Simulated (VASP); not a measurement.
A run of VASP 6.6.1 is set up as follows.

INCAR

```
PREC     = Accurate       # precision mode
ENCUT    = 520            # plane-wave cutoff, eV
EDIFF    = 1E-7           # SCF threshold, eV
ISMEAR   = -1             # smearing method
SIGMA    = 0.05           # smearing width, eV
LREAL    = False          # projectors in reciprocal space
LASPH    = True           # aspherical terms in the spheres
NELM     = 80             # most SCF steps
ALGO     = Normal         # electronic algorithm
ISIF     = 2              # what is computed and relaxed
LWAVE    = False          # write WAVECAR
LCHARG   = False          # write CHGCAR
GGA      = PE             # functional
NBANDS   = 24             # bands
```

File KPOINTS:

```
regular mesh
0
Gamma
  10 10 5
```

File POSCAR:

```
Ti2BN
1.0
    3.0684749912      0.0000000000      0.0000000000
   -1.5342374956      2.6573772973      0.0000000000
    0.0000000000      0.0000000000      5.9406155091
Ti B N
2 1 1
Direct
    0.0000000000      0.0000000000      0.2565625700
    0.0000000000      0.0000000000      0.7434374300
    0.0000000000      0.0000000000      0.5000000000
    0.0000000000      0.0000000000      0.0000000000
```

Potentials or basis: VASP PAW PBE potentials, release 64 (Ti_sv, B, N).

The run is started by

```bash
$ cat potpaw_PBE.64/Ti_sv/POTCAR potpaw_PBE.64/B/POTCAR potpaw_PBE.64/N/POTCAR > POTCAR
$ mpirun -np 1 vasp_std > vasp.out
```

Problem. Estimate the pressure.

Solution. 96.5 GPa.

Problem. Estimate the band gap on the k mesh.

Solution. Zero (band 16 reaches 8.24 eV, above the bottom of band 17 at 6.83 eV).

Problem. Predict the largest force.

Solution. 5.119 eV/Å.

Stress tensor (GPa, compression positive):
```
  9.67   0.00   0.00
  0.00   9.67   0.00
  0.00   0.00 270.16
```

Caveat: forces of over 1 eV/Å act on the atoms, so gaps and moduli don't describe the material at rest.
